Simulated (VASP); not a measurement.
Input of a VASP 6.6.1 run:

INCAR

```
ALGO = Normal
EDIFF = 1E-7
ENCUT = 520
GGA = PS
ISIF = 2
ISMEAR = 0
LASPH = T
LCHARG = T
LELF = T
LREAL = F
LVHAR = T
LWAVE = F
NBANDS = 28
NELM = 60
PREC = Accurate
SIGMA = 0.02
```

Contents of KPOINTS:

```
k-points
0
Gamma
  8 8 6
```

The input POSCAR:

```
PbO
1.0
    4.0850472960      0.0000000000      0.0000000000
    0.0000000000      4.0850472960      0.0000000000
    0.0000000000      0.0000000000      5.2371424800
Pb O
2 2
Direct
    0.0000000000      0.5000000000      0.2773405485
    0.5000000000      0.0000000000      0.7226594515
    0.0000000000      0.0000000000      0.0000000000
    0.5000000000      0.5000000000      0.0000000000
```

Potentials or basis: VASP PAW PBE potentials, release 64 (Pb_d, O).

Command:

```bash
$ cat potpaw_PBE.64/Pb_d/POTCAR potpaw_PBE.64/O/POTCAR > POTCAR
$ mpirun -np 1 vasp_std > vasp.out
```

What does it give for the band gap on the k mesh?

0.17 eV.

Predict the pressure.

-12.3 GPa.

What does it give for the largest force?

3.585 eV/Å.

Stress tensor (GPa, compression positive):
```
 -9.09   0.00   0.00
  0.00  -9.09   0.00
  0.00   0.00 -18.76
```

Caveat: the cell differs from its parent crystal (strained); the cell stands under tension; the PAW data sets were made with another functional, which shifts forces and pressure a little; spin-orbit coupling is left out, which moves the levels of the heavy elements. A k mesh can miss the band edges.
